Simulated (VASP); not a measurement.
Al, 1 atom in the cell. It takes space group Fm-3m (No. 225, cubic). Conventional cell: a = 3.990 Å, b = 3.990 Å, c = 3.990 Å, α = 90.00°, β = 90.00°, γ = 90.00°. Within 3.7 Å of Al (site symmetry m-3m) lie 12 Al at 2.82 Å. 

* Program: VASP 6.6.1
* Task: single point
* Functional: r2SCAN
* Potentials or basis: VASP PAW PBE potentials, release 64 (Al)
* Cutoff: 520 eV
* k mesh: 7 × 7 × 7
* Occupations: fermi-dirac, width 0.05 eV
* Spin: no spin polarisation
* Dipole correction: no
* Further INCAR settings: ALGO = Normal; EDIFF = 1e-06; NBANDS = 8

Potentials or basis: VASP PAW PBE potentials, release 64 (Al).

Run with:

```bash
$ cat potpaw_PBE.64/Al/POTCAR > POTCAR
$ cp INCAR.step1 INCAR
$ mpirun -np 1 vasp_std > vasp.out
$ cp INCAR.step2 INCAR
$ mpirun -np 1 vasp_std > vasp.out
```

Hardware: 1 thread of Intel(R) Xeon(R) Platinum 8488C (Sapphire Rapids), with other jobs on the host.

How long does it take, and how much memory?

Run time: 13 s on 1 thread of Intel(R) Xeon(R) Platinum 8488C (Sapphire Rapids), with other jobs on the host, peak memory 0.13 GiB. Counts: k points 20.
